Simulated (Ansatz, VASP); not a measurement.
One calculation of Ag, two programs

```
Ag
1.0
     0.00000    2.04500    2.04500
     2.04500    0.00000    2.04500
     2.04500    2.04500    0.00000
Ag
1
Direct
  0.00000 0.00000 0.00000
```

Alike in both runs: task relaxation of cell and atoms; functional PBEsol; k mesh 34 × 34 × 34; occupations gaussian, width 0.1 eV; no spin polarisation.

|  | VASP | Ansatz |
| --- | --- | --- |
| version | VASP 6.6.1 | Ansatz 0.2.0 |
| potentials or method | VASP PAW PBE potentials, release 64 (Ag) | scalar-relativistic, plane waves, PAW |
| plane-wave cutoff (eV) | 600 | 420 |
| valence electrons in the cell | 11 | 19 |

Ansatz gave:

| Quantity | Value |
| --- | --- |
| gap on the k mesh at the Fermi level, each at its own relaxed structure (eV) | none |
| relaxed volume (Å³/atom) | 16.65 |
| relaxed cell length with the largest relative difference (Å) | 2.866 |

Problem. Which values does VASP return?

Solution. gap on the k mesh at the Fermi level, each at its own relaxed structure (eV): none; relaxed volume (Å³/atom): 16.62; relaxed cell length with the largest relative difference (Å): 2.864.

VASP's potentials were made for PBE, not for PBEsol. A gap of «none» marks a metal or a gap that the smearing closes. VASP's potentials hold 11 valence electrons a cell and Ansatz's 19, so a difference there can come from the potentials and not from the codes.
